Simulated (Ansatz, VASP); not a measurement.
# Two plane-wave programs on HfO2

```xyz
6
Lattice="4.8301 0.0000 0.0000 0.0000 4.8301 0.0000 0.0000 0.0000 3.2097" Properties=species:S:1:pos:R:3 pbc="T T T"
Hf    0.0000    0.0000    0.0000
Hf    2.4151    2.4151    1.6049
O     0.9417    3.8884    1.6049
O     1.4733    1.4733    0.0000
O     3.3568    3.3568    0.0000
O     3.8884    0.9417    1.6049
```

Alike in both runs: functional PBEsol; k mesh 6 × 6 × 8; occupations fermi-dirac, width 0.02 eV; no spin polarisation.

Ansatz relaxed the structure, and its values are those at the end. VASP's run is a single point on that final structure, the one shown.

|  | VASP | Ansatz |
| --- | --- | --- |
| version | VASP 6.6.1 | Ansatz 0.2.0 |
| potentials or method | VASP PAW PBE potentials, release 64 (Hf_pv, O) | plane waves, PAW |
| plane-wave cutoff (eV) | 520 | 420 |
| valence electrons in the cell | 44 | 76 |

```tsv
	VASP	Ansatz	Ansatz less VASP
pressure (GPa)	-2.7	0.0	+2.69
rms of the force components (eV/Å)	0.022	0.000	-0.0223
```

VASP's potentials were made for PBE, not for PBEsol. VASP's potentials hold 44 valence electrons a cell and Ansatz's 76, so a difference there can come from the potentials and not from the codes.

Spin-orbit coupling is off throughout.
